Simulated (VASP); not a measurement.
# CoSi (P2_13) in VASP: a series of runs, part 2 of 2

VASP 6.6.1.

## 3. Relaxation of cell and atoms, PBE+D3(BJ)

This run uses another cell than the first one, of 10.93 Å³/atom, 1.039 times its volume.

File INCAR:

```
SYSTEM = CoSi
PREC = Accurate
ENCUT = 600
EDIFF = 1E-7
ISMEAR = 0
SIGMA = 0.02
LREAL = .FALSE.
LASPH = .TRUE.
NELM = 80
ALGO = Normal
ISIF = 3
LWAVE = .FALSE.
LCHARG = .FALSE.
GGA = PE
IVDW = 12
IBRION = 2
NSW = 80
EDIFFG = -0.002
```

File KPOINTS:

```
regular mesh
0
G
  10 10 10
  0 0 0
```

File POSCAR:

```
CoSi
1.0
    4.4380000000      0.0000000000      0.0000000000
    0.0000000000      4.4380000000      0.0000000000
    0.0000000000      0.0000000000      4.4380000000
Co Si
4 4
Direct
    0.1400000000      0.1400000000      0.1400000000
    0.3600000000      0.8600000000      0.6400000000
    0.6400000000      0.3600000000      0.8600000000
    0.8600000000      0.6400000000      0.3600000000
    0.8430000000      0.8430000000      0.8430000000
    0.6570000000      0.1570000000      0.3430000000
    0.3430000000      0.6570000000      0.1570000000
    0.1570000000      0.3430000000      0.6570000000
```

Potentials or basis: VASP PAW PBE potentials, release 64 (Co, Si).

Launch:

```bash
cat potpaw_PBE.64/Co/POTCAR potpaw_PBE.64/Si/POTCAR > POTCAR
mpirun -np 1 vasp_std > vasp.out
```

OUTCAR:

```text
SYSTEM = CoSi
   PREC = Accurate
   ENCUT = 600
   EDIFF = 1E-7
   ISMEAR = 0
   LREAL = .FALSE.
   LASPH = .TRUE.
   NELM = 80
   ISIF = 3
   GGA = PE
   IVDW = 12
   IBRION = 2
   NSW = 80
   EDIFFG = -0.002
 IVDW          = 12

 ion  position               nearest neighbor table
   1  0.140  0.140  0.140-   5 2.28   6 2.33   7 2.33   8 2.33   7 2.47   8 2.47   6 2.47   2 2.72
                             4 2.72   2 2.72   4 2.72   3 2.72   3 2.72
   2  0.360  0.860  0.640-   6 2.28   5 2.33   7 2.33   8 2.33   7 2.47   8 2.47   5 2.47   1 2.72
                             3 2.72   1 2.72   3 2.72   4 2.72   4 2.72
   3  0.640  0.360  0.860-   7 2.28   6 2.33   5 2.33   8 2.33   8 2.47   6 2.47   5 2.47   4 2.72
                             2 2.72   2 2.72   4 2.72   1 2.72   1 2.72
   4  0.860  0.640  0.360-   8 2.28   6 2.33   7 2.33   5 2.33   6 2.47   5 2.47   7 2.47   3 2.72
                             1 2.72   1 2.72   3 2.72   2 2.72   2 2.72
   5  0.843  0.843  0.843-   1 2.28   2 2.33   3 2.33   4 2.33   3 2.47   4 2.47   2 2.47   6 2.75
                             7 2.75   8 2.75   6 2.75   8 2.75   7 2.75
   6  0.657  0.157  0.343-   2 2.28   1 2.33   3 2.33   4 2.33   3 2.47   4 2.47   1 2.47   8 2.75
                             5 2.75   5 2.75   7 2.75   7 2.75   8 2.75
[... 437 lines left out ...]
 Free energy of the ion-electron system (eV)
  ---------------------------------------------------
  ext. energy  EPLUGINS =         0.00000000
  ---------------------------------------------------
  free energy    TOTEN  =       -54.67828814 eV

  energy without entropy =      -54.67799958  energy(sigma->0) =      -54.67814386

 E-fermi :  12.6258     XC(G=0): -13.0429

 val. band max:       12.6254973122   @ k =   0.1000   0.1000   0.0000
 cond. band min:      12.6337575624   @ k =   0.1000   0.1000   0.1000
 fundamental gap:      0.0082602502
 Fermi energy:        12.6258318793

 k-point     1 :       0.0000    0.0000    0.0000
  band No.  band energies     occupation
      1      -1.3194      2.00000
      2       4.2976      2.00000
      3       4.2976      2.00000
      4       4.2976      2.00000
      5       7.0021      2.00000
      6       7.0021      2.00000
[... 805 lines left out ...]
     30      15.0207      0.00000
     31      15.3414      0.00000

 [... further k-points ...]

------------------------ aborting loop because EDIFF is reached ----------------------------------------

 Edisp (eV)   -4.07865

 E8    (eV) :    -1.7293
[... 31 lines left out ...]
  FREE ENERGIE OF THE ION-ELECTRON SYSTEM (eV)
  ---------------------------------------------------
  free  energy   TOTEN  =       -58.7569370957 eV

  energy  without entropy=      -58.7566485387  energy(sigma->0) =      -58.75679282

 reached required accuracy - stopping structural energy minimisation
```

OSZICAR:

```text
N       E                     dE             d eps       ncg     rms          rms(c)
DAV:   1     0.375354650035E+03    0.37535E+03   -0.24768E+04  4712   0.215E+03
DAV:   2    -0.253477532527E+02   -0.40070E+03   -0.39134E+03  4712   0.428E+02
DAV:   3    -0.589073783506E+02   -0.33560E+02   -0.32633E+02  5523   0.145E+02
DAV:   4    -0.605274928192E+02   -0.16201E+01   -0.15961E+01  6176   0.296E+01
[... 101 lines left out ...]
DAV:   2    -0.546783697832E+02   -0.36747E-04   -0.12668E-03  6882   0.443E-01    0.658E-02
DAV:   3    -0.546782888599E+02    0.80923E-04   -0.50453E-04  6673   0.281E-01    0.129E-02
DAV:   4    -0.546782884208E+02    0.43914E-06   -0.13456E-05  5280   0.286E-02    0.391E-03
DAV:   5    -0.546782881516E+02    0.26918E-06   -0.84712E-07  6354   0.818E-03    0.212E-03
DAV:   6    -0.546782881355E+02    0.16080E-07   -0.91320E-08  2881   0.244E-03
  10 F= -.58756937E+02 E0= -.58756793E+02  d E =-.408733E-04
```

CONTCAR:

```text
CoSi
   1.00000000000000
     4.3801484147377945   -0.0000000000000000   -0.0000000000000000
     0.0000000000000000    4.3801484147377945   -0.0000000000000000
     0.0000000000000000    0.0000000000000000    4.3801484147377945
  Co              Si
     4     4
Direct
     0.1461498770975295    0.1461498770975295    0.1461498770975295
     0.3538501229024705    0.8538501229024705    0.6461498770975295
     0.6461498770975295    0.3538501229024705    0.8538501229024705
     0.8538501229024705    0.6461498770975295    0.3538501229024705
     0.8436444003588510    0.8436444003588510    0.8436444003588510
     0.6563555996411490    0.1563555996411491    0.3436444003588508
     0.3436444003588508    0.6563555996411490    0.1563555996411491
     0.1563555996411491    0.3436444003588508    0.6563555996411490

  0.00000000E+00  0.00000000E+00  0.00000000E+00
  0.00000000E+00  0.00000000E+00  0.00000000E+00
  0.00000000E+00  0.00000000E+00  0.00000000E+00
  0.00000000E+00  0.00000000E+00  0.00000000E+00
  0.00000000E+00  0.00000000E+00  0.00000000E+00
  0.00000000E+00  0.00000000E+00  0.00000000E+00
  0.00000000E+00  0.00000000E+00  0.00000000E+00
  0.00000000E+00  0.00000000E+00  0.00000000E+00
```

Run time: 11 min. Hardware: 1 thread of Intel Xeon 6975P-C (Granite Rapids), shared host; peak memory 0.35 GiB.

Results:

```yaml
Free_energy: -58.7569 eV
Relaxed_volume: 10.50 Å³/atom
Relaxed_cell: a = 4.380 Å, b = 4.380 Å, c = 4.380 Å, α = 90.00°, β = 90.00°, γ = 90.00°
Space_group_after_relaxing_to_0.05_Å: P2_13 (No. 198)
Energy_gained_by_relaxing: 14.4 meV/atom
Ionic_steps: 10
Pressure_after_relaxing: 0.0 GPa
Band_gap_on_the_k_mesh: zero (band 26 reaches 12.64 eV, above the bottom of band 27 at 12.41 eV)
Dispersion_energy_per_atom: -0.510 eV
```

The path:
| step | energy change (eV) | largest force (eV/Å) | pressure (GPa) | volume (Å³) |
| --- | --- | --- | --- | --- |
| 1 | 0.0000 | 0.2679 | -7.84 | 87.41 |
| 2 | 0.0249 | 0.4506 | 11.36 | 80.82 |
| 3 | -0.0847 | 0.3587 | 0.38 | 84.23 |
| 4 | -0.1035 | 0.2206 | 0.29 | 84.11 |
| 5 | -0.1146 | 0.0280 | 0.31 | 83.92 |
| 6 | -0.1146 | 0.0291 | 0.28 | 83.94 |
| 7 | -0.1146 | 0.0027 | -0.50 | 84.20 |
| 8 | -0.1148 | 0.0166 | -0.04 | 84.05 |
| 9 | -0.1148 | 0.0159 | -0.06 | 84.06 |
| 10 | -0.1148 | 0.0019 | -0.01 | 84.04 |

Final structure:
```xyz
8
Lattice="4.3801 0.0000 0.0000 0.0000 4.3801 0.0000 0.0000 0.0000 4.3801" Properties=species:S:1:pos:R:3 pbc="T T T"
Co    0.6402    0.6402    0.6402
Co    1.5499    3.7400    2.8302
Co    2.8302    1.5499    3.7400
Co    3.7400    2.8302    1.5499
Si    3.6953    3.6953    3.6953
Si    2.8749    0.6849    1.5052
Si    1.5052    2.8749    0.6849
Si    0.6849    1.5052    2.8749
```

Caveat: pairwise dispersion overbinds metals, which lowers pressure and volume. Spin polarisation is off, so any magnetic state and its effect on volume and gap are missing.
